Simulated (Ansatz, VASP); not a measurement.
This is a calculation of Os for VASP 6.6.1.

Contents of INCAR:

```
SYSTEM = Os
PREC = Accurate ; ENCUT = 520
EDIFF = 1E-6 ; ISMEAR = -1
SIGMA = 0.05 ; LREAL = .False.
LASPH = .True. ; NELM = 80
ALGO = Normal ; ISIF = 2
LWAVE = .False. ; LCHARG = .False.
GGA = RP ; NBANDS = 15
```

File KPOINTS:

```
Automatic mesh
0
Gamma
  11 11 6
  0 0 0
```

Contents of POSCAR:

```
Os
1.0
    2.7877234178      0.0000000000      0.0000000000
   -1.3938617089      2.4142392985      0.0000000000
    0.0000000000      0.0000000000      4.4044215090
Os
2
Direct
    0.6666666667      0.3333333333      0.7500000000
    0.3333333333      0.6666666667      0.2500000000
```

Potentials or basis: VASP PAW PBE potentials, release 64 (Os).

Command:

```sh
$ cat potpaw_PBE.64/Os/POTCAR > POTCAR
$ mpirun -np 1 vasp_std > vasp.out
```

Problem. Set up the same calculation for Ansatz 0.2.0. Potentials there: Ansatz PAW.

Solution. As run (the cutoff follows the program's own potentials):

The input input.yaml:

```yaml
crystal:
  lattice:
    - [2.7877234178, 0.0, 0.0]
    - [-1.3938617089, 2.4142392985, 0.0]
    - [0.0, 0.0, 4.404421509]
  atoms:
    - { symbol: Os, position: [0.6666666667, 0.3333333333, 0.75] }
    - { symbol: Os, position: [0.3333333333, 0.6666666667, 0.25] }
hamiltonian:
  xc: rpbe
  pseudopotentials: { kind: paw }
kpoints:
  mp_grid: { grid: [11, 11, 6] }
scf:
  occupations: { method: fermi_dirac, width: 0.05 }
output:
  forces: true
  stress: true
  eigenvalues: true
```

Potentials or basis: Ansatz PAW.

Launch:

```bash
$ ansatz run input.yaml --threads 2 --pin off --max-ram 5120MiB --backend cpu --events-out ev --progress --plain --runs-dir out
```

Both were run:

|  | VASP | Ansatz | Ansatz less VASP |
| --- | --- | --- | --- |
| gap on the k mesh at the Fermi level (eV) | none | none | - |
| pressure (GPa) | -10.2 | -9.7 | +0.53 |
| traceless stress, the component that is largest in VASP (GPa) | -0.74 | -0.62 | +0.114 |

VASP's potentials were made for PBE, not for RPBE. A gap of «none» marks a metal or a gap that the smearing closes. The functional is the same, so the differences come from potentials, cutoffs and numerics. VASP's potentials hold 16 valence electrons a cell and Ansatz's 32, so a difference there can come from the potentials and not from the codes.

Neither program's run includes spin-orbit coupling.
